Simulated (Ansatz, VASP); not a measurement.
## One calculation of GaP, two programs

File INCAR:

```
  PREC = Accurate
  ENCUT = 520
  EDIFF = 1E-6
  ISMEAR = 0
  SIGMA = 0.02
  LREAL = False
  LASPH = True
  NELM = 80
  ALGO = Normal
  ISIF = 2
  LWAVE = False
  LCHARG = False
  GGA = PE
  NBANDS = 16
```

Contents of KPOINTS:

```
regular mesh
0
Gamma
  8 8 8
```

POSCAR

```
GaP
1.0
    0.0000000000      2.7247315076      2.7247315076
    2.7247315076      0.0000000000      2.7247315076
    2.7247315076      2.7247315076      0.0000000000
Ga P
1 1
Direct
    0.0000000000      0.0000000000      0.0000000000
    0.2500000000      0.2500000000      0.2500000000
```

Input for Ansatz:

```yaml
crystal:
  lattice:
    - [0.0, 2.7247315083, 2.7247315083]
    - [2.7247315083, 0.0, 2.7247315083]
    - [2.7247315083, 2.7247315083, 0.0]
  atoms:
    - { symbol: Ga, position: [0.0, 0.0, 0.0] }
    - { symbol: P, position: [0.25, 0.25, 0.25] }
basis:
  ecutwfc: 420
kpoints:
  mp_grid: { grid: [8, 8, 8] }
hamiltonian:
  xc: pbe
scf:
  occupations: { method: gaussian, width: 0.02 }
output:
  forces: true
  stress: true
  eigenvalues: true
```

Alike in both runs: task single point; functional PBE; k mesh 8 × 8 × 8; occupations gaussian, width 0.02 eV; no spin polarisation.

|  | VASP | Ansatz |
| --- | --- | --- |
| version | VASP 6.6.1 | Ansatz 0.2.0 |
| potentials or method | VASP PAW PBE potentials, release 64 (Ga_d, P), cutoff 520 eV | scalar-relativistic, plane waves, PAW |
| valence electrons in the cell | 18 | 18 |

|  | VASP | Ansatz | Ansatz less VASP |
| --- | --- | --- | --- |
| gap on the k mesh at the Fermi level (eV) | 1.64 | 1.64 | 0.000 |
| least direct gap on the mesh (eV) | 1.83 | 1.83 | +0.002 |
| pressure (GPa) | 2.5 | 2.6 | +0.08 |
